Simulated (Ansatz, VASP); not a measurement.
# Two plane-wave programs on Cd3Ga2O

```
CELL_PARAMETERS angstrom
4.11630 0.00000 0.00000
-2.05815 3.56482 0.00000
0.00000 0.00000 7.69367
ATOMIC_POSITIONS crystal
Cd 0.00000 0.00000 0.50000
Cd 0.33333 0.66667 0.00000
Cd 0.33333 0.66667 0.50000
Ga 0.66667 0.33333 0.23545
Ga 0.66667 0.33333 0.76455
O 0.00000 0.00000 0.00000
```

Change from the starting cell: species swapped into the Ce2NiGe3 type (P-6m2, No. 187).

Alike in both runs: task single point; functional PBE; k mesh 6 × 6 × 2; occupations gaussian, width 0.1 eV; no spin polarisation.

|  | VASP | Ansatz |
| --- | --- | --- |
| version | VASP 6.6.1 | Ansatz 0.2.0 |
| potentials or method | VASP PAW PBE potentials, release 64 (Cd, Ga_d, O), cutoff 520 eV | scalar-relativistic, plane waves, PAW |
| valence electrons in the cell | 68 | 92 |

```tsv
	VASP	Ansatz	Ansatz less VASP
gap on the k mesh at the Fermi level (eV)	none	none	-
pressure (GPa)	13.4	12.5	-0.86
traceless stress, the component that is largest in VASP (GPa)	-9.99	-9.31	+0.677
```

A gap of «none» marks a metal or a gap that the smearing closes. VASP's potentials hold 68 valence electrons a cell and Ansatz's 92, so a difference there can come from the potentials and not from the codes.

The k mesh is coarse, so the values compare programs but aren't converged.
